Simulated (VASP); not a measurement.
## PbS: single point with PBE

PbS:

```
Pb S
1.0
     2.11266    1.21975    3.45192
    -2.11266    1.21975    3.45192
     0.00000   -2.43949    3.45192
Pb S
1 1
Direct
  0.98057 0.98057 0.98057
  0.47504 0.47504 0.47504
```

- Program: VASP 6.6.1
- Task: single point
- Functional: PBE
- Potentials or basis: VASP PAW PBE potentials, release 64 (Pb_d, S)
- Cutoff: 520 eV
- k mesh: 3 × 3 × 3, shifted
- Occupations: gaussian, width 0.1 eV
- Spin: no spin polarisation
- Dipole correction: no
- Further INCAR settings: ALGO = Normal; EDIFF = 1e-06; NBANDS = 17

```yaml
Pressure: 0.7 GPa
Largest_force: 0.032 eV/Å
Band_gap_on_the_k_mesh: 1.15 eV, direct
```

Forces on the atoms (eV/Å):
```
Pb   0.000  0.000  0.032
S    0.000  0.000 -0.032
```

Stress tensor (GPa, compression positive):
```
0.85 0.00 0.00
0.00 0.85 0.00
0.00 0.00 0.50
```

Levels at points of the mesh, in eV from the valence-band top:
```
           k point  band 6  band 7  band 8  band 9  band 10  band 11  band 12  band 13  band 14  band 15
(0.08, 0.08, 0.08)  -13.01   -5.95   -1.71   -1.71    -1.58     4.82     5.08     5.08     7.10     7.30
```

It took 15 s on 1 thread of Intel Xeon 8259CL, on a shared host, peak memory 0.18 GiB.

Caveat: the k points lie up to 0.61 Å⁻¹ apart; spin-orbit coupling is left out, which moves the levels of the heavy elements. A k mesh can miss the band edges.
